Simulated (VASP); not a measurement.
Wanted: the native input for a VASP 6.6.1 run.

```yaml
Task: relaxation of cell and atoms
Functional: r2SCAN
Potentials_or_basis: VASP PAW PBE potentials, release 64 (Ru_sv)
Cutoff: 620 eV
k_mesh: 13 × 13 × 13
Occupations: fermi-dirac, width 0.05 eV
Spin: collinear spin, ferromagnetic start
Starting_moments: "[1.0] μB"
Dipole_correction: no
Further_INCAR_settings: ALGO = Normal; EDIFF = 1e-07; IBRION = 2; EDIFFG = -0.01; NSW = 80; ISIF = 3
```

The system is Ru.

```
CELL_PARAMETERS angstrom
2.44628 0.00000 0.00000
0.00000 2.44628 0.00000
0.00000 0.00000 2.44628
ATOMIC_POSITIONS crystal
Ru 0.00000 0.00000 0.00000
```

This isn't the form of Ru at room conditions, which is hcp.

The input as run:

POSCAR

```
Ru
1.0
    2.4462764308      0.0000000000      0.0000000000
    0.0000000000      2.4462764308      0.0000000000
    0.0000000000      0.0000000000      2.4462764308
Ru
1
Direct
    0.0000000000      0.0000000000      0.0000000000
```

INCAR.step1

```
SYSTEM = Ru
PREC = Accurate ; ENCUT = 620
ISMEAR = -1 ; SIGMA = 0.05
LREAL = .FALSE. ; LASPH = .TRUE.
NELM = 200 ; ISPIN = 2
MAGMOM = 1 ; LMAXMIX = 4
GGA = PE ; ALGO = Normal
EDIFF = 1E-5 ; LWAVE = .TRUE.
LCHARG = .FALSE. ; GGA_COMPAT = .FALSE.
IBRION = 2 ; ISIF = 3
EDIFFG = -0.005 ; NELMIN = 4
NSW = 100
```

INCAR.step2

```
SYSTEM = Ru
PREC = Accurate ; ENCUT = 620
EDIFF = 1E-7 ; ISMEAR = -1
SIGMA = 0.05 ; LREAL = .FALSE.
LASPH = .TRUE. ; NELM = 200
ALGO = Normal ; ISIF = 3
LWAVE = .FALSE. ; LCHARG = .FALSE.
ISPIN = 2 ; MAGMOM = 1
LORBIT = 11 ; LMAXMIX = 4
METAGGA = R2SCAN ; LMIXTAU = .TRUE.
IBRION = 2 ; NSW = 80
EDIFFG = -0.01 ; ISTART = 1
GGA_COMPAT = .FALSE. ; NELMIN = 4
```

KPOINTS

```
regular mesh
0
G
  13 13 13
  0 0 0
```

Potentials or basis: VASP PAW PBE potentials, release 64 (Ru_sv).

Launch:

```console
$ cat potpaw_PBE.64/Ru_sv/POTCAR > POTCAR
$ cp INCAR.step1 INCAR
$ mpirun -np 1 vasp_std > vasp.out
$ cp INCAR.step2 INCAR
$ mpirun -np 1 vasp_std > vasp.out
```

It gave:

| Item | Value |
| --- | --- |
| Relaxed volume | 15.46 Å³/atom |
| Relaxed cell | a = 2.491 Å, b = 2.491 Å, c = 2.491 Å, α = 90.00°, β = 90.00°, γ = 90.00° |
| Space group after relaxing (to 0.1 Å) | Pm-3m (No. 221) |
| Energy gained by relaxing | 36.3 meV/atom |
| Ionic steps | 4 |
| Pressure after relaxing | -0.1 GPa |
| Band gap on the k mesh | zero (filled and empty bands overlap) |
| Net moment | 0.00 μB per cell |
| Valence electrons inside the program's atomic spheres | Ru 13.73 |

Caveat: the PAW data sets were made with another functional, which shifts forces and pressure a little.

It took 4.7 min on 1 thread of Intel(R) Xeon(R) 6975P-C (Granite Rapids), with other jobs on the host, peak memory 0.16 GiB.
